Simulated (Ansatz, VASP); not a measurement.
# One calculation of Ir, two programs

```
Ir
1.0
     0.00000    1.96840    1.96840
     1.96840    0.00000    1.96840
     1.96840    1.96840    0.00000
Ir
1
Direct
  0.00000 0.00000 0.00000
```

Alike in both runs: functional BLYP; k mesh 14 × 14 × 14; occupations fermi-dirac, width 0.05 eV; collinear spin.

Ansatz relaxed the structure, and its values are those at the end. VASP's run is a single point on that final structure, the one shown.

|  | VASP | Ansatz |
| --- | --- | --- |
| version | VASP 6.6.1 | Ansatz 0.2.0 |
| potentials or method | VASP PAW PBE potentials, release 64 (Ir_sv_GW), cutoff 560 eV | plane waves (420 eV) with PAW, scalar-relativistic |
| valence electrons in the cell | 17 | 17 |

|  | VASP | Ansatz | Ansatz less VASP |
| --- | --- | --- | --- |
| pressure (GPa) | -0.2 | 0.0 | +0.24 |
| net moment per atom (μB) | 0.00 | 0.00 | 0.000 |

VASP's potentials were made for PBE, not for BLYP. The functional is the same, so the differences come from potentials, cutoffs and numerics. Ansatz's warnings: seeded moment not kept.

Spin-orbit coupling is off throughout.
